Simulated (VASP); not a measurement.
# Au in VASP: further runs, part 2 of 2

VASP 6.6.1. The steps go on from the part before.

### 3 Single point, LDA

INCAR reads:

```
SYSTEM = Au
PREC     = Accurate       ! precision mode
ENCUT    = 520            ! plane-wave cutoff, eV
EDIFF    = 1E-6           ! SCF threshold, eV
ISMEAR   = -1             ! smearing method
SIGMA    = 0.05           ! smearing width, eV
LREAL    = .FALSE.        ! projectors in reciprocal space
LASPH    = .TRUE.         ! aspherical terms in the spheres
NELM     = 80             ! most SCF steps
ALGO     = Normal         ! electronic algorithm
ISIF     = 2              ! what is computed and relaxed
LWAVE    = .FALSE.        ! write WAVECAR
LCHARG   = .FALSE.        ! write CHGCAR
LDIPOL   = .TRUE.       
IDIPOL   = 3            
DIPOL    = 0.5 0.5 0.500
NBANDS   = 36             ! bands
```

KPOINTS reads:

```
Automatic mesh
0
G
  11 11 1
  0 0 0
```

POSCAR reads:

```
Au
1.0
    2.8626073067      0.0000000000      0.0000000000
    0.0000000000      2.8626073067      0.0000000000
    0.0000000000      0.0000000000     19.0178000000
Au
5
Direct
    0.0000000000      0.0000000000      0.2892026025
    0.5000000000      0.5000000000      0.3937903695
    0.0000000000      0.0000000000      0.5000000006
    0.5000000000      0.5000000000      0.6062096308
    0.0000000000      0.0000000000      0.7107973975
```

Potentials or basis: VASP PAW LDA potentials, release 64 (Au).

Started as:

```console
> cat potpaw_LDA.64/Au/POTCAR > POTCAR
> mpirun -np 1 vasp_std > vasp.out
```

OUTCAR:

```text
SYSTEM = Au
   PREC = Accurate
   ENCUT = 520
   EDIFF = 1E-6
   ISMEAR = -1
   LREAL = .FALSE.
   LASPH = .TRUE.
   NELM = 80
   ISIF = 2

 ion  position               nearest neighbor table
   1  0.000  0.000  0.289-   2 2.84   2 2.84   2 2.84   2 2.84
   2  0.500  0.500  0.394-   1 2.84   1 2.84   1 2.84   1 2.84   3 2.86   3 2.86   3 2.86   3 2.86

   3  0.000  0.000  0.500-   4 2.86   4 2.86   4 2.86   4 2.86   2 2.86   2 2.86   2 2.86   2 2.86

   4  0.500  0.500  0.606-   5 2.84   5 2.84   5 2.84   5 2.84   3 2.86   3 2.86   3 2.86   3 2.86

   5  0.000  0.000  0.711-   4 2.84   4 2.84   4 2.84   4 2.84

  LATTYP: Found a simple tetragonal cell.
 ALAT       =     2.8626073067
 C/A-ratio  =     6.6435238796

  Lattice vectors:

 A1 = (   2.8626073067,   0.0000000000,   0.0000000000)
 A2 = (   0.0000000000,   2.8626073067,   0.0000000000)
 A3 = (   0.0000000000,   0.0000000000,  19.0178000000)

Analysis of symmetry for initial positions (statically):
=====================================================================
 Subroutine PRICEL returns:
 Original cell was already a primitive cell.

 Routine SETGRP: Setting up the symmetry group for a
 simple tetragonal supercell.

 Subroutine GETGRP returns: Found 16 space group operations
 (whereof 16 operations were pure point group operations)
 out of a pool of 16 trial point group operations.

The static configuration has the point symmetry D_4h.

Analysis of symmetry for dynamics (positions and initial velocities):
=====================================================================
 Subroutine PRICEL returns:
 Original cell was already a primitive cell.

 Routine SETGRP: Setting up the symmetry group for a
 simple tetragonal supercell.

 Subroutine GETGRP returns: Found 16 space group operations
 (whereof 16 operations were pure point group operations)
 out of a pool of 16 trial point group operations.

The dynamic configuration has the point symmetry D_4h.

 Subroutine INISYM returns: Found 16 space group operations
 (whereof 16 operations are pure point group operations),
 and found     1 'primitive' translations

----------------------------------------------------------------------------------------

                                     Primitive cell

  volume of cell :     155.8418

  direct lattice vectors                    reciprocal lattice vectors
     2.862607307  0.000000000  0.000000000     0.349331883  0.000000000  0.000000000
     0.000000000  2.862607307  0.000000000     0.000000000  0.349331883  0.000000000
     0.000000000  0.000000000 19.017800000     0.000000000  0.000000000  0.052582318

  length of vectors
     2.862607307  2.862607307 19.017800000     0.349331883  0.349331883  0.052582318

  position of ions in fractional coordinates (direct lattice)
     0.000000000  0.000000000  0.289202602
     0.500000000  0.500000000  0.393790370
     0.000000000  0.000000000  0.500000001
     0.500000000  0.500000000  0.606209631
     0.000000000  0.000000000  0.710797398

  ion indices of the primitive-cell ions
   primitive index   ion index
                 1           1
                 2           2
                 3           3
                 4           4
                 5           5

[... 30 lines left out ...]
  0.181818  0.000000  0.000000      4.000000
  0.272727  0.000000  0.000000      4.000000
  0.363636  0.000000  0.000000      4.000000
  0.454545  0.000000  0.000000      4.000000
[... 13 lines left out ...]
  0.454545  0.363636  0.000000      8.000000
  0.454545  0.454545  0.000000      4.000000
   k-points           NKPTS =     21   k-points in BZ     NKDIM =     21   number of bands    NBANDS=     36
   number of dos      NEDOS =    301   number of ions     NIONS =      5
   total plane-waves  NPLWV =  82944
   dimension x,y,z NGX =    24 NGY =   24 NGZ =  144
   dimension x,y,z NGXF=    48 NGYF=   48 NGZF=  288
   ions per type =               5
   NGX,Y,Z   is equivalent  to a cutoff of  13.94, 13.94, 12.59 a.u.
   NGXF,Y,Z  is equivalent  to a cutoff of  27.88, 27.88, 25.18 a.u.
 SYSTEM =  Au
   PREC   = accura    normal or accurate (medium, high low for compatibility)
   ISTART =      0    job   : 0-new  1-cont  2-samecut
   ICHARG =      2    charge: 1-file 2-atom 10-const
   ISPIN  =      1    spin polarized calculation?
   LNONCOLLINEAR =      F non collinear calculations
   LSORBIT =      F    spin-orbit coupling
   LASPH  =      T    aspherical Exc in radial PAW
   ENCUT  =  520.0 eV  38.22 Ry    6.18 a.u.   5.32  5.32 35.36*2*pi/ulx,y,z
   NELM   =     80;   NELMIN=  2; NELMDL= -5     # of ELM steps
   EDIFF  = 0.1E-05   stopping-criterion for ELM
   LREAL  =      F    real-space projection
   EDIFFG = 0.1E-04   stopping-criterion for IOM
   NSW    =      0    number of steps for IOM
   IBRION =     -1    ionic relax: 0-MD 1-quasi-New 2-CG
   NFREE  =      0    steps in history (QN), initial steepest desc. (CG)
   ISIF   =      2    stress and relaxation
   ISYM   =      2    0-nonsym 1-usesym 2-fastsym
   POTIM  = 0.5000    time-step for ionic-motion
   TEBEG  =    0.0;   TEEND  =   0.0 temperature during run
   PSTRESS=    0.0 pullay stress
   NELECT =      55.0000    total number of electrons
   NUPDOWN=      -1.0000    fix difference up-down
   EMIN   =  10.00;   EMAX   =-10.00  energy-range for DOS
   EFERMI =   0.00;   METHOD = LEGACY
   ISMEAR =    -1;   SIGMA  =   0.05  broadening in eV -4-tet -1-fermi 0-gaus
   EFERMI_NEDOS =   21; number of points for ismear=-14 and -15
   IALGO  =     38    algorithm
   IMIX   =      4    mixing-type and parameters
     AMIX     =   0.40;   BMIX     =  1.00
     AMIX_MAG =   1.60;   BMIX_MAG =  1.00
  volume/ion in A,a.u.               =      31.17       210.33
  Fermi-wavevector in a.u.,A,eV,Ry     =   1.156914  2.186251 18.210721  1.338450
  Thomas-Fermi vector in A             =   2.293530
   LORBIT       =      0    0 simple, 1 ext, 2 COOP (PROOUT), +10 PAW based schemes
   GGA     = CA    functional components
   LHFCALC =     F    Hartree Fock is set to
   AEXX    =    0.0000 exact exchange contribution
   IVDW    =     0    specifies the selected vdW correction
   LEPSILON=     F    determine dielectric tensor
   LRPA    =     F    only Hartree local field effects (RPA)
 non-spin polarized calculation
  energy-cutoff  :      520.00
  volume of cell :      155.84
 maximum number of plane-waves:      4255
 NGX is ok and might be reduce to    24
   NGX = 11   NGY = 11   NGZ = 71

 number of electron      55.0000006 magnetization

 dipolmoment           0.000000      0.000000     -0.000000 electrons x Angstroem

 Free energy of the ion-electron system (eV)
  ---------------------------------------------------
  ext. energy  EPLUGINS =         0.00000000
  ---------------------------------------------------
  free energy    TOTEN  =       -20.85155154 eV

  energy without entropy =      -20.83813783  energy(sigma->0) =      -20.84484469

 E-fermi :   2.5775     XC(G=0):  -7.9158

 val. band max:        2.5287822519   @ k =   0.1818   0.1818   0.0000
 cond. band min:       2.6367653330   @ k =   0.4545   0.1818   0.0000
 fundamental gap:      0.1079830811
 Fermi energy:         2.5775166164

 k-point     1 :       0.0000    0.0000    0.0000
  band No.  band energies     occupation
      1      -7.2016      2.00000
      2      -6.0430      2.00000
      3      -4.7715      2.00000
      4      -4.2890      2.00000
      5      -4.2616      2.00000
      6      -4.0675      2.00000
[... 808 lines left out ...]
     35       9.1483      0.00000
     36       9.6036      0.00000

------------------------ aborting loop because EDIFF is reached ----------------------------------------

 vacuum level on the upper side and lower side of the slab       (xc-potential included)        -0.014        -0.014

  FORCE on cell =-STRESS in cart. coord.  units (eV):
  Direction    XX          YY          ZZ          XY          YZ          ZX
  --------------------------------------------------------------------------------------
  -------------------------------------------------------------------------------------
  Total       -2.6005469     -2.6005469      0.1947822      0.0000000      0.0000000     -0.0000000
  in kB      -26.7356927    -26.7356927      2.0025159      0.0000000      0.0000000     -0.0000000
  external PRESSURE =     -17.1562898 kB  Pullay stress =       0.0000000 kB

 VOLUME and BASIS-vectors are now :
 -----------------------------------------------------------------------------
  energy-cutoff  :      520.00
  volume of cell :      155.84
      direct lattice vectors                 reciprocal lattice vectors
     2.862607307  0.000000000  0.000000000     0.349331883  0.000000000  0.000000000
     0.000000000  2.862607307  0.000000000     0.000000000  0.349331883  0.000000000
     0.000000000  0.000000000 19.017800000     0.000000000  0.000000000  0.052582318

 POSITION                                       TOTAL-FORCE (eV/Angst)
 -----------------------------------------------------------------------------------
      0.00000      0.00000      5.50000        -0.000000      0.000000     -0.030696
      1.43130      1.43130      7.48903         0.000000     -0.000000     -0.004272
      0.00000      0.00000      9.50890        -0.000000      0.000000      0.000000
      1.43130      1.43130     11.52877        -0.000000      0.000000      0.004272
      0.00000      0.00000     13.51780         0.000000      0.000000      0.030696
 -----------------------------------------------------------------------------------
    total drift:                                0.000000     -0.000000     -0.000019

  FREE ENERGIE OF THE ION-ELECTRON SYSTEM (eV)
  ---------------------------------------------------
  free  energy   TOTEN  =       -20.8515515425 eV

  energy  without entropy=      -20.8381378295  energy(sigma->0) =      -20.84484469

 vacuum level on the upper side and lower side of the slab         7.809         7.809
```

Wall time 3.9 min (1 thread of Intel Xeon 8259CL, shared host); peak memory 0.26 GiB.

Results:

- Free energy: -20.8516 eV
- Largest force: 0.031 eV/Å
- Band gap on the k mesh: zero (an odd number of electrons rules out a gap without spin polarisation)

Forces on the atoms (eV/Å):
```
Au   0.000  0.000 -0.031
Au   0.000  0.000 -0.004
Au   0.000  0.000  0.000
Au   0.000  0.000  0.004
Au   0.000  0.000  0.031
```

Caveat: spin-orbit coupling is left out, which moves the levels of the heavy elements.

The gap in the log of VASP goes by the Fermi energy; the results here count the filled bands.